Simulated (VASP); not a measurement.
Set up this calculation in VASP 6.6.1, as the native input.

```yaml
Task: relaxation of cell and atoms
Functional: r2SCAN
Potentials_or_basis: VASP PAW PBE potentials, release 64 (Ge_d)
Cutoff: 550 eV
k_mesh: 10 × 10 × 10
Occupations: gaussian, width 0.1 eV
Spin: no spin polarisation
Dipole_correction: no
Further_INCAR_settings: ALGO = Normal; EDIFF = 1e-07; IBRION = 2; EDIFFG = -0.05; NSW = 80; ISIF = 3
```

Ge:

```
Ge
1.0
     0.00000    1.69122    1.69122
     1.69122    0.00000    1.69122
     1.69122    1.69122    0.00000
Ge
1
Direct
  0.00000 0.00000 0.00000
```

This isn't the form of Ge at room conditions, which is diamond.

These files were run (other wordings do the same):

POSCAR

```
Ge
1.0
    0.0000000000      1.6912230373      1.6912230373
    1.6912230373      0.0000000000      1.6912230373
    1.6912230373      1.6912230373      0.0000000000
Ge
1
Direct
    0.0000000000      0.0000000000      0.0000000000
```

INCAR.step1

```
SYSTEM = Ge
PREC     = Accurate       ! precision mode
ENCUT    = 550            ! plane-wave cutoff, eV
ISMEAR   = 0              ! smearing method
SIGMA    = 0.1            ! smearing width, eV
LREAL    = .FALSE.        ! projectors in reciprocal space
LASPH    = .TRUE.         ! aspherical terms in the spheres
NELM     = 120            ! most SCF steps
GGA      = PE             ! functional
ALGO     = Normal         ! electronic algorithm
EDIFF    = 1E-5           ! SCF threshold, eV
LWAVE    = .TRUE.         ! write WAVECAR
LCHARG   = .FALSE.        ! write CHGCAR
GGA_COMPAT= .FALSE.      
IBRION   = 2              ! ionic algorithm
ISIF     = 3              ! what is computed and relaxed
EDIFFG   = -0.005         ! ionic threshold
NELMIN   = 4            
NSW      = 100            ! ionic steps
```

INCAR.step2

```
SYSTEM = Ge
PREC     = Accurate       ! precision mode
ENCUT    = 550            ! plane-wave cutoff, eV
EDIFF    = 1E-7           ! SCF threshold, eV
ISMEAR   = 0              ! smearing method
SIGMA    = 0.1            ! smearing width, eV
LREAL    = .FALSE.        ! projectors in reciprocal space
LASPH    = .TRUE.         ! aspherical terms in the spheres
NELM     = 120            ! most SCF steps
ALGO     = Normal         ! electronic algorithm
ISIF     = 3              ! what is computed and relaxed
LWAVE    = .FALSE.        ! write WAVECAR
LCHARG   = .FALSE.        ! write CHGCAR
METAGGA  = R2SCAN         ! meta-GGA
LMIXTAU  = .TRUE.       
IBRION   = 2              ! ionic algorithm
NSW      = 80             ! ionic steps
EDIFFG   = -0.05          ! ionic threshold
ISTART   = 1            
GGA_COMPAT= .FALSE.      
NELMIN   = 4
```

KPOINTS

```
Automatic mesh
0
G
  10 10 10
  0 0 0
```

Potentials or basis: VASP PAW PBE potentials, release 64 (Ge_d).

Run with:

```bash
$ cat potpaw_PBE.64/Ge_d/POTCAR > POTCAR
$ cp INCAR.step1 INCAR
$ mpirun -np 1 vasp_std > vasp.out
$ cp INCAR.step2 INCAR
$ mpirun -np 1 vasp_std > vasp.out
```

Results of the run:

```yaml
Relaxed_volume: 19.00 Å³/atom
Relaxed_cell: a = 2.995 Å, b = 2.995 Å, c = 2.995 Å, α = 60.00°, β = 60.00°, γ = 60.00°
Space_group_after_relaxing_to_0.1_Å: Fm-3m (No. 225)
Energy_gained_by_relaxing: 3190.5 meV/atom
Ionic_steps: 5
Pressure_after_relaxing: -0.3 GPa
Band_gap_on_the_k_mesh: zero (bands 7 and 8 overlap by 11.80 eV)
```

Caveat: the volume moved by over 15 % at a fixed basis, so the end points are rough; the PAW data sets were made with another functional, which shifts forces and pressure a little.

It took 3.8 min on 1 thread of AMD EPYC 7R43 64-Core Processor (Zen 3), with other jobs on the host, peak memory 0.09 GiB.
